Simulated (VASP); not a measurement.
# PbO2 in VASP: settings compared

The runs below take PbO2 through single point, with PBEsol, HSE06.

Everything below comes from runs of VASP 6.6.1. Logs are shortened: lines on timing, memory, paths and dates and some standing lists are left out, and cuts for length are marked.

## 1. The cell of the first run

The typed cell holds 72 atoms: a = 9.995 Å, b = 9.995 Å, c = 10.226 Å, α = 90.00°, β = 90.00°, γ = 90.00°.

## 2. Single point, PBEsol

Input file INCAR:

```
ALGO     = Normal         # electronic algorithm
EDIFF    = 1E-6           # SCF threshold, eV
ENCUT    = 520            # plane-wave cutoff, eV
GGA      = PS             # functional
ISIF     = 2              # what is computed and relaxed
ISMEAR   = -1             # smearing method
ISYM     = 0            
LASPH    = T              # aspherical terms in the spheres
LCHARG   = F              # write CHGCAR
LREAL    = Auto         
LUSENCCL = F            
LWAVE    = F              # write WAVECAR
NBANDS   = 354            # bands
NELM     = 100            # most SCF steps
PREC     = Accurate       # precision mode
SIGMA    = 0.05           # smearing width, eV
```

Input file KPOINTS:

```
Automatic mesh
0
Gamma
  1 1 1
  0.25 0.25 0.25
```

Input file POSCAR:

```
PbO2
1.0
    9.9946162927      0.0000000000      0.0000000000
    0.0000000000      9.9946162871      0.0000000000
    0.0000000000      0.0000000000     10.2258320794
Pb O
24 48
Direct
    0.0000000000      0.0000000000      0.0000000000
    0.0000000000      0.0000000000      0.3333330000
    0.0000000000      0.0000000000      0.6666670000
    0.0000000000      0.5000000000      0.0000000000
    0.0000000000      0.5000000000      0.3333330000
    0.0000000000      0.5000000000      0.6666670000
    0.5000000000      0.0000000000      0.0000000000
    0.5000000000      0.0000000000      0.3333330000
    0.5000000000      0.0000000000      0.6666670000
    0.5000000000      0.5000000000      0.0000000000
    0.5000000000      0.5000000000      0.3333330000
    0.5000000000      0.5000000000      0.6666670000
    0.2500000000      0.2500000000      0.1666670000
    0.2500000000      0.2500000000      0.5000000000
    0.2500000000      0.2500000000      0.8333330000
    0.2500000000      0.7500000000      0.1666670000
    0.2500000000      0.7500000000      0.5000000000
    0.2500000000      0.7500000000      0.8333330000
    0.7500000000      0.2500000000      0.1666670000
    0.7500000000      0.2500000000      0.5000000000
    0.7500000000      0.2500000000      0.8333330000
    0.7500000000      0.7500000000      0.1666670000
    0.7500000000      0.7500000000      0.5000000000
    0.7500000000      0.7500000000      0.8333330000
    0.1538030000      0.1538030000      0.0000300000
    0.1538030000      0.1538030000      0.3333640000
    0.1538030000      0.1538030000      0.6666970000
    0.1538030000      0.6538030000      0.0000300000
    0.1538030000      0.6538030000      0.3333640000
    0.1538030000      0.6538030000      0.6666970000
    0.6538030000      0.1538030000      0.0000300000
    0.6538030000      0.1538030000      0.3333640000
    0.6538030000      0.1538030000      0.6666970000
    0.6538030000      0.6538030000      0.0000300000
    0.6538030000      0.6538030000      0.3333640000
    0.6538030000      0.6538030000      0.6666970000
    0.3461970000      0.3461970000      0.9999700000
    0.3461970000      0.3461970000      0.3333030000
    0.3461970000      0.3461970000      0.6666360000
    0.3461970000      0.8461970000      0.9999700000
    0.3461970000      0.8461970000      0.3333030000
    0.3461970000      0.8461970000      0.6666360000
    0.8461970000      0.3461970000      0.9999700000
    0.8461970000      0.3461970000      0.3333030000
    0.8461970000      0.3461970000      0.6666370000
    0.8461970000      0.8461970000      0.9999700000
    0.8461970000      0.8461970000      0.3333030000
    0.8461970000      0.8461970000      0.6666360000
    0.0961080000      0.4038920000      0.1666670000
    0.0961080000      0.4038910000      0.5000000000
    0.0961080000      0.4038920000      0.8333330000
    0.0961080000      0.9038920000      0.1666670000
    0.0961080000      0.9038920000      0.5000000000
    0.0961080000      0.9038920000      0.8333330000
    0.5961090000      0.4038920000      0.1666670000
    0.5961090000      0.4038920000      0.5000000000
    0.5961090000      0.4038910000      0.8333330000
    0.5961080000      0.9038920000      0.1666670000
    0.5961080000      0.9038920000      0.5000000000
    0.5961080000      0.9038920000      0.8333330000
    0.4038920000      0.0961080000      0.1666670000
    0.4038920000      0.0961080000      0.5000000000
    0.4038920000      0.0961080000      0.8333330000
    0.4038920000      0.5961080000      0.1666670000
    0.4038920000      0.5961080000      0.5000000000
    0.4038920000      0.5961080000      0.8333330000
    0.9038920000      0.0961080000      0.1666670000
    0.9038910000      0.0961080000      0.5000000000
    0.9038910000      0.0961080000      0.8333330000
    0.9038910000      0.5961080000      0.1666670000
    0.9038910000      0.5961080000      0.5000000000
    0.9038910000      0.5961080000      0.8333330000
```

Potentials or basis: VASP PAW PBE potentials, release 64 (Pb_d, O).

Started as:

```sh
cat potpaw_PBE.64/Pb_d/POTCAR potpaw_PBE.64/O/POTCAR > POTCAR
mpirun -np 1 vasp_std > vasp.out
```

OUTCAR:

```text
EDIFF = 1E-6
   ENCUT = 520
   GGA = PS
   ISIF = 2
   ISMEAR = -1
   ISYM = 0
   LASPH = T
   LREAL = Auto
   NELM = 100
   PREC = Accurate

 ion  position               nearest neighbor table
   1  0.000  0.000  0.000-  25 2.17  46 2.17  52 2.18  54 2.18  67 2.18  69 2.18   2 3.41   3 3.41
                            22 3.92  24 3.92  13 3.92  15 3.92  16 3.92  18 3.92  19 3.92  21 3.92
   2  0.000  0.000  0.333-  47 2.17  26 2.17  52 2.18  67 2.18  53 2.18  68 2.18   1 3.41   3 3.41
                            19 3.92  22 3.92  13 3.92  16 3.92  17 3.92  23 3.92  14 3.92  20 3.92
   3  0.000  0.000  0.667-  27 2.17  48 2.17  54 2.18  69 2.18  53 2.18  68 2.18   1 3.41   2 3.41
                            21 3.92  24 3.92  15 3.92  18 3.92  23 3.92  14 3.92  20 3.92  17 3.92
   4  0.000  0.500  0.000-  28 2.17  43 2.17  49 2.18  51 2.18  70 2.18  72 2.18   5 3.41   6 3.41
                            22 3.92  24 3.92  13 3.92  15 3.92  16 3.92  18 3.92  19 3.92  21 3.92
   5  0.000  0.500  0.333-  44 2.17  29 2.17  49 2.18  70 2.18  50 2.18  71 2.18   4 3.41   6 3.41
                            19 3.92  22 3.92  13 3.92  16 3.92  17 3.92  23 3.92  14 3.92  20 3.92
   6  0.000  0.500  0.667-  30 2.17  45 2.17  51 2.18  72 2.18  50 2.18  71 2.18   4 3.41   5 3.41
                            21 3.92  24 3.92  15 3.92  18 3.92  23 3.92  14 3.92  20 3.92  17 3.92
   7  0.500  0.000  0.000-  31 2.17  40 2.17  58 2.18  60 2.18  61 2.18  63 2.18   8 3.41   9 3.41
                            22 3.92  24 3.92  13 3.92  15 3.92  16 3.92  18 3.92  19 3.92  21 3.92
   8  0.500  0.000  0.333-  41 2.17  32 2.17  58 2.18  61 2.18  59 2.18  62 2.18   7 3.41   9 3.41
                            19 3.92  22 3.92  13 3.92  16 3.92  17 3.92  23 3.92  14 3.92  20 3.92
   9  0.500  0.000  0.667-  33 2.17  42 2.17  60 2.18  63 2.18  62 2.18  59 2.18   7 3.41   8 3.41
[... 77 lines left out ...]
  71  0.904  0.596  0.500-  23 2.18   6 2.18   5 2.18
  72  0.904  0.596  0.833-  24 2.18   6 2.18   4 2.18

IMPORTANT INFORMATION: All symmetrisations will be switched off!
NOSYMM: (Re-)initialisation of all symmetry stuff for point group C_1.

----------------------------------------------------------------------------------------

                                     Primitive cell

  volume of cell :    1021.4824

  direct lattice vectors                    reciprocal lattice vectors
     9.994616293  0.000000000  0.000000000     0.100053866  0.000000000  0.000000000
     0.000000000  9.994616287  0.000000000     0.000000000  0.100053866  0.000000000
     0.000000000  0.000000000 10.225832079     0.000000000  0.000000000  0.097791553

  length of vectors
     9.994616293  9.994616287 10.225832079     0.100053866  0.100053866  0.097791553

  position of ions in fractional coordinates (direct lattice)
     0.000000000  0.000000000  0.000000000
     0.000000000  0.000000000  0.333333000
     0.000000000  0.000000000  0.666667000
     0.000000000  0.500000000  0.000000000
     0.000000000  0.500000000  0.333333000
     0.000000000  0.500000000  0.666667000
[... 64 lines left out ...]
     0.903891000  0.596108000  0.500000000
     0.903891000  0.596108000  0.833333000

  ion indices of the primitive-cell ions
   primitive index   ion index
                 1           1
                 2           2
                 3           3
                 4           4
                 5           5
                 6           6
[... 64 lines left out ...]
                71          71
                72          72

----------------------------------------------------------------------------------------

 KPOINTS: Automatic mesh

Automatic generation of k-mesh.
 Grid dimensions read from file:
 generate k-points for:    1    1    1

 Generating k-lattice:

  Cartesian coordinates                     Fractional coordinates (reciprocal lattice)
     0.100053866  0.000000000  0.000000000     1.000000000  0.000000000  0.000000000
     0.000000000  0.100053866  0.000000000     0.000000000  1.000000000  0.000000000
     0.000000000  0.000000000  0.097791553     0.000000000  0.000000000  1.000000000

  Length of vectors
     0.100053866  0.100053866  0.097791553

  Shift w.r.t. Gamma in fractional coordinates (k-lattice)
     0.250000000  0.250000000  0.250000000

 Subroutine IBZKPT returns following result:
 ===========================================

 Found      4 irreducible k-points:

 Following reciprocal coordinates:
            Coordinates               Weight
  0.250000  0.250000  0.250000      2.000000
 -0.250000  0.250000  0.250000      2.000000
 -0.250000 -0.250000  0.250000      2.000000
  0.250000 -0.250000  0.250000      2.000000
   k-points           NKPTS =      4   k-points in BZ     NKDIM =      4   number of bands    NBANDS=    354
   number of dos      NEDOS =    301   number of ions     NIONS =     72
   total plane-waves  NPLWV = 512000
   dimension x,y,z NGX =    80 NGY =   80 NGZ =   80
   dimension x,y,z NGXF=   160 NGYF=  160 NGZF=  160
   ions per type =              24  48
   NGX,Y,Z   is equivalent  to a cutoff of  13.31, 13.31, 13.01 a.u.
   NGXF,Y,Z  is equivalent  to a cutoff of  26.61, 26.61, 26.01 a.u.
 SYSTEM =  unknown system
   PREC   = accura    normal or accurate (medium, high low for compatibility)
   ISTART =      0    job   : 0-new  1-cont  2-samecut
   ICHARG =      2    charge: 1-file 2-atom 10-const
   ISPIN  =      1    spin polarized calculation?
   LNONCOLLINEAR =      F non collinear calculations
   LSORBIT =      F    spin-orbit coupling
   LASPH  =      T    aspherical Exc in radial PAW
   ENCUT  =  520.0 eV  38.22 Ry    6.18 a.u.  18.58 18.58 19.01*2*pi/ulx,y,z
   NELM   =    100;   NELMIN=  2; NELMDL= -5     # of ELM steps
   EDIFF  = 0.1E-05   stopping-criterion for ELM
   LREAL  =      T    real-space projection
   EDIFFG = 0.1E-04   stopping-criterion for IOM
   NSW    =      0    number of steps for IOM
   IBRION =     -1    ionic relax: 0-MD 1-quasi-New 2-CG
   NFREE  =      0    steps in history (QN), initial steepest desc. (CG)
   ISIF   =      2    stress and relaxation
   ISYM   =      0    0-nonsym 1-usesym 2-fastsym
   POTIM  = 0.5000    time-step for ionic-motion
   TEBEG  =    0.0;   TEEND  =   0.0 temperature during run
   PSTRESS=    0.0 pullay stress
   NELECT =     624.0000    total number of electrons
   NUPDOWN=      -1.0000    fix difference up-down
   EMIN   =  10.00;   EMAX   =-10.00  energy-range for DOS
   EFERMI =   0.00;   METHOD = LEGACY
   ISMEAR =    -1;   SIGMA  =   0.05  broadening in eV -4-tet -1-fermi 0-gaus
   EFERMI_NEDOS =   21; number of points for ismear=-14 and -15
   IALGO  =     38    algorithm
   IMIX   =      4    mixing-type and parameters
     AMIX     =   0.40;   BMIX     =  1.00
     AMIX_MAG =   1.60;   BMIX_MAG =  1.00
  volume/ion in A,a.u.               =      14.19        95.74
  Fermi-wavevector in a.u.,A,eV,Ry     =   1.389076  2.624973 26.252885  1.929533
  Thomas-Fermi vector in A             =   2.513141
   LORBIT       =      0    0 simple, 1 ext, 2 COOP (PROOUT), +10 PAW based schemes
   GGA     = PS    functional components
   LHFCALC =     F    Hartree Fock is set to
   AEXX    =    0.0000 exact exchange contribution
   IVDW    =     0    specifies the selected vdW correction
   LEPSILON=     F    determine dielectric tensor
   LRPA    =     F    only Hartree local field effects (RPA)
 non-spin polarized calculation
  energy-cutoff  :      520.00
  volume of cell :     1021.48
 maximum number of plane-waves:     27498
 NGX is ok and might be reduce to    80
   NGX = 37   NGY = 37   NGZ = 39

 number of electron     624.0000127 magnetization

 Free energy of the ion-electron system (eV)
  ---------------------------------------------------
  ext. energy  EPLUGINS =         0.00000000
  ---------------------------------------------------
  free energy    TOTEN  =      -408.73725974 eV

  energy without entropy =     -408.71648653  energy(sigma->0) =     -408.72687314

 E-fermi :   4.2094     XC(G=0): -10.8721

 val. band max:        4.0148376599   @ k =  -0.2500  -0.2500   0.2500
 cond. band min:       4.4015801364   @ k =  -0.2500  -0.2500   0.2500
 fundamental gap:      0.3867424765
 Fermi energy:         4.2094372123

 k-point     1 :       0.2500    0.2500    0.2500
  band No.  band energies     occupation
      1     -14.0633      2.00000
      2     -14.0191      2.00000
      3     -13.9285      2.00000
      4     -13.9167      2.00000
      5     -13.9167      2.00000
      6     -13.8976      2.00000
[... 1297 lines left out ...]
    323       7.1673      0.00000
    324       7.2036      0.00000
 [bands above 324 left out]

------------------------ aborting loop because EDIFF is reached ----------------------------------------

  FORCE on cell =-STRESS in cart. coord.  units (eV):
  Direction    XX          YY          ZZ          XY          YZ          ZX
  --------------------------------------------------------------------------------------
  -------------------------------------------------------------------------------------
  Total        1.4694778      1.4696202      2.4659635      0.0715970      0.0225399      0.0225520
  in kB        2.3048503      2.3050736      3.8678206      0.1122986      0.0353535      0.0353724
  external PRESSURE =       2.8259148 kB  Pullay stress =       0.0000000 kB

 VOLUME and BASIS-vectors are now :
 -----------------------------------------------------------------------------
  energy-cutoff  :      520.00
  volume of cell :     1021.48
      direct lattice vectors                 reciprocal lattice vectors
     9.994616293  0.000000000  0.000000000     0.100053866  0.000000000  0.000000000
     0.000000000  9.994616287  0.000000000     0.000000000  0.100053866  0.000000000
     0.000000000  0.000000000 10.225832079     0.000000000  0.000000000  0.097791553

 POSITION                                       TOTAL-FORCE (eV/Angst)
 -----------------------------------------------------------------------------------
      0.00000      0.00000      0.00000        -0.000032      0.000008     -0.000013
      0.00000      0.00000      3.40861        -0.000044      0.000018      0.000637
      0.00000      0.00000      6.81722        -0.000054      0.000039     -0.000629
      0.00000      4.99731      0.00000        -0.000046      0.000020     -0.000020
      0.00000      4.99731      3.40861        -0.000029      0.000003      0.000653
      0.00000      4.99731      6.81722        -0.000045     -0.000007     -0.000627
[... 64 lines left out ...]
      9.03404      5.95787      5.11292        -0.017761      0.017794      0.000003
      9.03404      5.95787      8.52152        -0.011946      0.011971      0.002240
 -----------------------------------------------------------------------------------
    total drift:                                0.000025      0.000026     -0.000020

  FREE ENERGIE OF THE ION-ELECTRON SYSTEM (eV)
  ---------------------------------------------------
  free  energy   TOTEN  =      -408.7372597435 eV

  energy  without entropy=     -408.7164865334  energy(sigma->0) =     -408.72687314
```

It took 3.8 min on 1 × NVIDIA H100 80GB with 1 thread of AMD EPYC 7R13 (Zen 3), shared host; peak memory 2.3 GiB.

Results:

* Free energy: -408.7373 eV
* Pressure: 0.3 GPa
* Largest force: 0.025 eV/Å
* Band gap on the k mesh: 0.39 eV

Forces in eV/Å, atoms in the order of the input:
```
Pb   0.000  0.000  0.000
Pb   0.000  0.000  0.001
Pb   0.000  0.000 -0.001
Pb   0.000  0.000  0.000
Pb   0.000  0.000  0.001
Pb   0.000  0.000 -0.001
Pb   0.000  0.000  0.000
Pb   0.000  0.000  0.001
Pb   0.000  0.000 -0.001
Pb   0.000  0.000  0.000
Pb   0.000  0.000  0.001
Pb   0.000  0.000 -0.001
Pb   0.000  0.000 -0.001
Pb   0.000  0.000  0.000
Pb   0.000  0.000  0.001
Pb   0.000  0.000 -0.001
Pb   0.000  0.000  0.000
Pb   0.000  0.000  0.001
Pb   0.000  0.000 -0.001
Pb   0.000  0.000  0.000
Pb   0.000  0.000  0.001
Pb   0.000  0.000 -0.001
Pb   0.000  0.000  0.000
Pb   0.000  0.000  0.001
O    0.003  0.003 -0.002
O    0.007  0.007  0.000
O    0.006  0.006 -0.004
O    0.003  0.003 -0.002
O    0.007  0.007  0.000
O    0.006  0.006 -0.004
O    0.003  0.003 -0.002
O    0.007  0.007  0.000
O    0.006  0.006 -0.004
O    0.003  0.003 -0.002
O    0.007  0.007  0.000
O    0.006  0.006 -0.004
O   -0.003 -0.003  0.003
O   -0.006 -0.006  0.004
O   -0.007 -0.007  0.000
O   -0.003 -0.003  0.002
O   -0.006 -0.006  0.004
O   -0.007 -0.007  0.000
O   -0.003 -0.003  0.003
O   -0.006 -0.006  0.004
O   -0.007 -0.007  0.000
O   -0.003 -0.003  0.003
O   -0.006 -0.006  0.004
O   -0.007 -0.007  0.000
O    0.012 -0.012 -0.002
O    0.018 -0.018  0.000
O    0.012 -0.012  0.002
O    0.012 -0.012 -0.002
O    0.018 -0.018  0.000
O    0.012 -0.012  0.002
O    0.012 -0.012 -0.002
O    0.018 -0.018  0.000
O    0.012 -0.012  0.002
O    0.012 -0.012 -0.002
O    0.018 -0.018  0.000
O    0.012 -0.012  0.002
O   -0.012  0.012 -0.002
O   -0.018  0.018  0.000
O   -0.012  0.012  0.002
O   -0.012  0.012 -0.002
O   -0.018  0.018  0.000
O   -0.012  0.012  0.002
O   -0.012  0.012 -0.002
O   -0.018  0.018  0.000
O   -0.012  0.012  0.002
O   -0.012  0.012 -0.002
O   -0.018  0.018  0.000
O   -0.012  0.012  0.002
```

Caveat: the k points lie up to 0.63 Å⁻¹ apart; the PAW data sets were made with another functional, which shifts forces and pressure a little; spin-orbit coupling is left out, which moves the levels of the heavy elements. A k mesh can miss the band edges.

(Continued in part 2 of 2.)
